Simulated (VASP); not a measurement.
# HgTe (I-4m2) in VASP: a series of runs

HgTe is run at these levels: PBEsol; tasks: single point.

All numbers are computed with VASP 6.6.1; they aren't measurements. Logs are shortened: lines on timing, memory, paths and dates and some standing lists are left out, and cuts for length are marked.

**1. The cell of the first run**

The structure is tetragonal, space group I-4m2 (No. 119). Conventional cell: a = 6.132 Å, b = 6.132 Å, c = 3.139 Å, α = 90.00°, β = 90.00°, γ = 90.00°. Within 4.1 Å of Hg (site symmetry -4m2) lie 2 Hg at 3.14 Å and 8 Te at 3.16 to 3.87 Å. Te (site symmetry -4m2) has 2 Te at 3.14 Å and 8 Hg at 3.16 to 3.87 Å within 4.1 Å.

**2. Single point, PBEsol**

INCAR reads:

```
SYSTEM = HgTe
ALGO     = Normal         ! electronic algorithm
EDIFF    = 1E-6           ! SCF threshold, eV
ENCUT    = 520            ! plane-wave cutoff, eV
GGA      = PS             ! functional
ISIF     = 2              ! what is computed and relaxed
ISMEAR   = -1             ! smearing method
LASPH    = .True.         ! aspherical terms in the spheres
LCHARG   = .False.        ! write CHGCAR
LREAL    = .False.        ! projectors in reciprocal space
LWAVE    = .False.        ! write WAVECAR
NBANDS   = 16             ! bands
NELM     = 80             ! most SCF steps
PREC     = Accurate       ! precision mode
SIGMA    = 0.1            ! smearing width, eV
```

KPOINTS reads:

```
k-points
0
Gamma
  8 8 8
  0 0 0
```

POSCAR reads:

```
HgTe
1.0
   -3.0657701242      3.0657701242      1.5697375195
    3.0657701242     -3.0657701242      1.5697375195
    3.0657701242      3.0657701242     -1.5697375195
Hg Te
1 1
Direct
    0.2500000000      0.7500000000      0.5000000000
    0.0000000000      0.0000000000      0.0000000000
```

Potentials or basis: VASP PAW PBE potentials, release 64 (Hg, Te).

Run with:

```bash
$ cat potpaw_PBE.64/Hg/POTCAR potpaw_PBE.64/Te/POTCAR > POTCAR
$ mpirun -np 1 vasp_std > vasp.out
```

OUTCAR:

```text
SYSTEM = HgTe
   EDIFF = 1E-6
   ENCUT = 520
   GGA = PS
   ISIF = 2
   ISMEAR = -1
   LASPH = .True.
   LREAL = .False.
   NELM = 80
   PREC = Accurate

 ion  position               nearest neighbor table
   1  0.250  0.750  0.500-   2 3.16   2 3.16   2 3.16   2 3.16
   2  0.000  0.000  0.000-   1 3.16   1 3.16   1 3.16   1 3.16

  LATTYP: Found a body centered tetragonal cell.
 ALAT       =     6.1315402484
 C/A-ratio  =     0.5120206199

  Lattice vectors:

 A1 = (  -3.0657701242,   3.0657701242,   1.5697375195)
 A2 = (   3.0657701242,  -3.0657701242,   1.5697375195)
 A3 = (   3.0657701242,   3.0657701242,  -1.5697375195)

Analysis of symmetry for initial positions (statically):
=====================================================================
 Subroutine PRICEL returns:
 Original cell was already a primitive cell.

 Routine SETGRP: Setting up the symmetry group for a
 body centered tetragonal supercell.

 Subroutine GETGRP returns: Found  8 space group operations
 (whereof  8 operations were pure point group operations)
 out of a pool of 16 trial point group operations.

The static configuration has the point symmetry D_2d.

Analysis of symmetry for dynamics (positions and initial velocities):
=====================================================================
 Subroutine PRICEL returns:
 Original cell was already a primitive cell.

 Routine SETGRP: Setting up the symmetry group for a
 body centered tetragonal supercell.

 Subroutine GETGRP returns: Found  8 space group operations
 (whereof  8 operations were pure point group operations)
 out of a pool of 16 trial point group operations.

The dynamic configuration has the point symmetry D_2d.

 Subroutine INISYM returns: Found  8 space group operations
 (whereof  8 operations are pure point group operations),
 and found     1 'primitive' translations

----------------------------------------------------------------------------------------

                                     Primitive cell

  volume of cell :      59.0155

  direct lattice vectors                    reciprocal lattice vectors
    -3.065770124  3.065770124  1.569737520     0.000000000  0.163091158  0.318524590
     3.065770124 -3.065770124  1.569737520     0.163091158  0.000000000  0.318524590
     3.065770124  3.065770124 -1.569737520     0.163091158  0.163091158  0.000000000

  length of vectors
     4.611070243  4.611070243  4.611070243     0.357850025  0.357850025  0.230645728

  position of ions in fractional coordinates (direct lattice)
     0.250000000  0.750000000  0.500000000
     0.000000000  0.000000000  0.000000000

  ion indices of the primitive-cell ions
   primitive index   ion index
                 1           1
                 2           2

----------------------------------------------------------------------------------------

 KPOINTS: k-points

Automatic generation of k-mesh.
 Grid dimensions read from file:
 generate k-points for:    8    8    8

 Generating k-lattice:

  Cartesian coordinates                     Fractional coordinates (reciprocal lattice)
     0.000000000  0.020386395  0.039815574     0.125000000  0.000000000  0.000000000
     0.020386395  0.000000000  0.039815574     0.000000000  0.125000000  0.000000000
     0.020386395  0.020386395  0.000000000     0.000000000  0.000000000  0.125000000

  Length of vectors
     0.044731253  0.044731253  0.028830716

  Shift w.r.t. Gamma in fractional coordinates (k-lattice)
     0.000000000  0.000000000  0.000000000

 Subroutine IBZKPT returns following result:
 ===========================================

 Found     59 irreducible k-points:

 Following reciprocal coordinates:
            Coordinates               Weight
  0.000000  0.000000  0.000000      1.000000
  0.125000  0.000000  0.000000      8.000000
  0.250000  0.000000  0.000000      8.000000
  0.375000  0.000000 -0.000000      8.000000
  0.500000  0.000000  0.000000      4.000000
  0.125000  0.125000  0.000000      8.000000
[... 16 lines left out ...]
  0.250000  0.125000  0.125000     16.000000
  0.375000  0.125000  0.125000      8.000000
 [... further k-points ...]
   k-points           NKPTS =     59   k-points in BZ     NKDIM =     59   number of bands    NBANDS=     16
   number of dos      NEDOS =    301   number of ions     NIONS =      2
   total plane-waves  NPLWV =  46656
   dimension x,y,z NGX =    36 NGY =   36 NGZ =   36
   dimension x,y,z NGXF=    72 NGYF=   72 NGZF=   72
   ions per type =               1   1
   NGX,Y,Z   is equivalent  to a cutoff of  12.98, 12.98, 12.98 a.u.
   NGXF,Y,Z  is equivalent  to a cutoff of  25.96, 25.96, 25.96 a.u.
 SYSTEM =  HgTe
   PREC   = accura    normal or accurate (medium, high low for compatibility)
   ISTART =      0    job   : 0-new  1-cont  2-samecut
   ICHARG =      2    charge: 1-file 2-atom 10-const
   ISPIN  =      1    spin polarized calculation?
   LNONCOLLINEAR =      F non collinear calculations
   LSORBIT =      F    spin-orbit coupling
   LASPH  =      T    aspherical Exc in radial PAW
   ENCUT  =  520.0 eV  38.22 Ry    6.18 a.u.   8.57  8.57  8.57*2*pi/ulx,y,z
   NELM   =     80;   NELMIN=  2; NELMDL= -5     # of ELM steps
   EDIFF  = 0.1E-05   stopping-criterion for ELM
   LREAL  =      F    real-space projection
   EDIFFG = 0.1E-04   stopping-criterion for IOM
   NSW    =      0    number of steps for IOM
   IBRION =     -1    ionic relax: 0-MD 1-quasi-New 2-CG
   NFREE  =      0    steps in history (QN), initial steepest desc. (CG)
   ISIF   =      2    stress and relaxation
   ISYM   =      2    0-nonsym 1-usesym 2-fastsym
   POTIM  = 0.5000    time-step for ionic-motion
   TEBEG  =    0.0;   TEEND  =   0.0 temperature during run
   PSTRESS=    0.0 pullay stress
   NELECT =      18.0000    total number of electrons
   NUPDOWN=      -1.0000    fix difference up-down
   EMIN   =  10.00;   EMAX   =-10.00  energy-range for DOS
   EFERMI =   0.00;   METHOD = LEGACY
   ISMEAR =    -1;   SIGMA  =   0.10  broadening in eV -4-tet -1-fermi 0-gaus
   EFERMI_NEDOS =   21; number of points for ismear=-14 and -15
   IALGO  =     38    algorithm
   IMIX   =      4    mixing-type and parameters
     AMIX     =   0.40;   BMIX     =  1.00
     AMIX_MAG =   1.60;   BMIX_MAG =  1.00
  volume/ion in A,a.u.               =      29.51       199.13
  Fermi-wavevector in a.u.,A,eV,Ry     =   1.101988  2.082456 16.522615  1.214378
  Thomas-Fermi vector in A             =   2.238424
   LORBIT       =      0    0 simple, 1 ext, 2 COOP (PROOUT), +10 PAW based schemes
   GGA     = PS    functional components
   LHFCALC =     F    Hartree Fock is set to
   AEXX    =    0.0000 exact exchange contribution
   IVDW    =     0    specifies the selected vdW correction
   LEPSILON=     F    determine dielectric tensor
   LRPA    =     F    only Hartree local field effects (RPA)
 non-spin polarized calculation
  energy-cutoff  :      520.00
  volume of cell :       59.02
 maximum number of plane-waves:      1612
 NGX is ok and might be reduce to    36
   NGX = 17   NGY = 17   NGZ = 17

 number of electron      18.0000003 magnetization

 Free energy of the ion-electron system (eV)
  ---------------------------------------------------
  ext. energy  EPLUGINS =         0.00000000
  ---------------------------------------------------
  free energy    TOTEN  =        -4.10752958 eV

  energy without entropy =       -4.08698101  energy(sigma->0) =       -4.09725530

 E-fermi :   4.0706     XC(G=0):  -9.8995

 val. band max:        3.9351767416   @ k =  -0.2500  -0.3750   0.1250
 cond. band min:       4.0859070687   @ k =  -0.2500   0.5000   0.1250
 fundamental gap:      0.1507303271
 Fermi energy:         4.0705508686

 k-point     1 :       0.0000    0.0000    0.0000
  band No.  band energies     occupation
      1      -8.3037      2.00000
      2      -3.2131      2.00000
      3      -2.5332      2.00000
      4      -2.4608      2.00000
      5      -2.0440      2.00000
      6      -2.0440      2.00000
[... 8 lines left out ...]
     15      14.0640      0.00000
     16      14.9509      0.00000

 k-point     2 :       0.1250    0.0000    0.0000
  band No.  band energies     occupation
      1      -8.0636      2.00000
      2      -2.9907      2.00000
      3      -2.5031      2.00000
      4      -2.4787      2.00000
      5      -2.1639      2.00000
      6      -2.1597      2.00000
[... 8 lines left out ...]
     15      14.0304      0.00000
     16      14.0782      0.00000

 k-point     3 :       0.2500    0.0000    0.0000
  band No.  band energies     occupation
      1      -7.3869      2.00000
      2      -2.5432      2.00000
      3      -2.4976      2.00000
      4      -2.4345      2.00000
      5      -2.3803      2.00000
      6      -2.3572      2.00000
[... 8 lines left out ...]
     15      12.6441      0.00000
     16      13.5846      0.00000

 k-point     4 :       0.3750    0.0000   -0.0000
  band No.  band energies     occupation
      1      -6.4689      2.00000
      2      -2.7112      2.00000
      3      -2.6267      2.00000
      4      -2.4747      2.00000
      5      -2.2992      2.00000
      6      -2.0235      2.00000
[... 8 lines left out ...]
     15      11.9025      0.00000
     16      15.0190      0.00000
[... 324 lines left out ...]
 k-point    22 :       0.1250    0.1250    0.1250
  band No.  band energies     occupation
      1      -7.2946      2.00000
      2      -2.5872      2.00000
      3      -2.5125      2.00000
      4      -2.4355      2.00000
      5      -2.4001      2.00000
      6      -2.3117      2.00000
[... 8 lines left out ...]
     15      12.4424      0.00000
     16      13.2090      0.00000

 k-point    23 :       0.2500    0.1250    0.1250
  band No.  band energies     occupation
      1      -6.4100      2.00000
      2      -2.7254      2.00000
      3      -2.6004      2.00000
      4      -2.4702      2.00000
      5      -2.3072      2.00000
      6      -2.0686      2.00000
[... 8 lines left out ...]
     15      12.1409      0.00000
     16      13.6128      0.00000

 k-point    24 :       0.3750    0.1250    0.1250
  band No.  band energies     occupation
      1      -5.9040      2.00000
      2      -2.8404      2.00000
      3      -2.6288      2.00000
      4      -2.4196      2.00000
      5      -2.2800      2.00000
      6      -2.0390      2.00000
[... 8 lines left out ...]
     15      12.5823      0.00000
     16      13.4948      0.00000

 [... further k-points ...]

------------------------ aborting loop because EDIFF is reached ----------------------------------------

  FORCE on cell =-STRESS in cart. coord.  units (eV):
  Direction    XX          YY          ZZ          XY          YZ          ZX
  --------------------------------------------------------------------------------------
  -------------------------------------------------------------------------------------
  Total       -1.6368675     -1.6368675     -1.3918450      0.0000000      0.0000000      0.0000000
  in kB      -44.4383470    -44.4383470    -37.7863778      0.0000000      0.0000000      0.0000000
  external PRESSURE =     -42.2210239 kB  Pullay stress =       0.0000000 kB

 VOLUME and BASIS-vectors are now :
 -----------------------------------------------------------------------------
  energy-cutoff  :      520.00
  volume of cell :       59.02
      direct lattice vectors                 reciprocal lattice vectors
    -3.065770124  3.065770124  1.569737520     0.000000000  0.163091158  0.318524590
     3.065770124 -3.065770124  1.569737520     0.163091158  0.000000000  0.318524590
     3.065770124  3.065770124 -1.569737520     0.163091158  0.163091158  0.000000000

 POSITION                                       TOTAL-FORCE (eV/Angst)
 -----------------------------------------------------------------------------------
      3.06577      0.00000      0.78487        -0.000000      0.000000     -0.000000
      0.00000      0.00000      0.00000         0.000000     -0.000000      0.000000
 -----------------------------------------------------------------------------------
    total drift:                                0.000000     -0.000000      0.000000

  FREE ENERGIE OF THE ION-ELECTRON SYSTEM (eV)
  ---------------------------------------------------
  free  energy   TOTEN  =        -4.1075295842 eV

  energy  without entropy=       -4.0869810140  energy(sigma->0) =       -4.09725530
```

Wall time 72 s (1 thread of Intel Xeon 8259CL, shared host); peak memory 0.24 GiB.

Results:

| Item | Value |
| --- | --- |
| Free energy | -4.1075 eV |
| Pressure | -4.2 GPa |
| Band gap on the k mesh | zero (bands 9 and 10 overlap by 2.88 eV) |

Caveat: the cell stands under tension; the PAW data sets were made with another functional, which shifts forces and pressure a little; spin-orbit coupling is left out, which moves the levels of the heavy elements.

[end of part 1 of 2]

The gap in the log of VASP goes by the Fermi energy; the results here count the filled bands.